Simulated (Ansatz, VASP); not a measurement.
## One calculation of SnO2, two programs

INCAR

```
SYSTEM = SnO2
PREC = Accurate ; ENCUT = 600
EDIFF = 1E-6 ; ISMEAR = -1
SIGMA = 0.05 ; LREAL = .FALSE.
LASPH = .TRUE. ; NELM = 60
ALGO = Normal ; ISIF = 3
LWAVE = .FALSE. ; LCHARG = .FALSE.
GGA = RE ; IVDW = 12
IBRION = 2 ; NSW = 60
EDIFFG = -0.01
```

The input KPOINTS:

```
regular mesh
0
G
  10 10 10
  0 0 0
```

POSCAR

```
SnO2
1.0
    1.6170930752      0.9336291223      4.8005925840
   -1.6170930752      0.9336291223      4.8005925840
    0.0000000000     -1.8672582446      4.8005925840
Sn O
1 2
Direct
    0.5000000000      0.5000000000      0.5000000000
    0.7628300000      0.7628300000      0.7628300000
    0.2371700000      0.2371700000      0.2371700000
```

input.yaml

```yaml
crystal:
  lattice:
    - [1.6170930752, 0.9336291223, 4.800592584]
    - [-1.6170930752, 0.9336291223, 4.800592584]
    - [0.0, -1.8672582446, 4.800592584]
  atoms:
    - { symbol: Sn, position: [0.5, 0.5, 0.5] }
    - { symbol: O, position: [0.76283, 0.76283, 0.76283] }
    - { symbol: O, position: [0.23717, 0.23717, 0.23717] }
hamiltonian:
  xc: revpbe
  pseudopotentials: { kind: paw }
  dispersion: d3bj
kpoints:
  mp_grid: { grid: [10, 10, 10] }
scf:
  occupations: { method: fermi_dirac, width: 0.05 }
output:
  forces: true
  stress: true
  eigenvalues: true
relax:
  f_tol: 0.01
  max_steps: 40
  cell: { stress_tol: 0.05 }
```

Alike in both runs: task relaxation of cell and atoms; functional revPBE; dispersion D3(BJ); k mesh 10 × 10 × 10; occupations fermi-dirac, width 0.05 eV; no spin polarisation.

|  | VASP | Ansatz |
| --- | --- | --- |
| version | VASP 6.6.1 | Ansatz 0.2.0 |
| potentials or method | VASP PAW PBE potentials, release 64 (Sn_d, O) | Ansatz PAW |
| plane-wave cutoff (eV) | 600 | 420 |
| valence electrons in the cell | 26 | 26 |

```csv
,VASP,Ansatz,Ansatz less VASP
"gap on the k mesh at the Fermi level, each at its own relaxed structure (eV)",1.47,1.57,+0.102
relaxed volume (Å³/atom),12.77,12.84,+0.067
relaxed cell length with the largest relative difference (Å),4.599,4.633,+0.0341
```

VASP's potentials were made for PBE, not for revPBE.

Noted on Ansatz's run: the plane-wave basis is chosen anew once the cell has moved, so the energies of steps on either side of that aren't comparable.
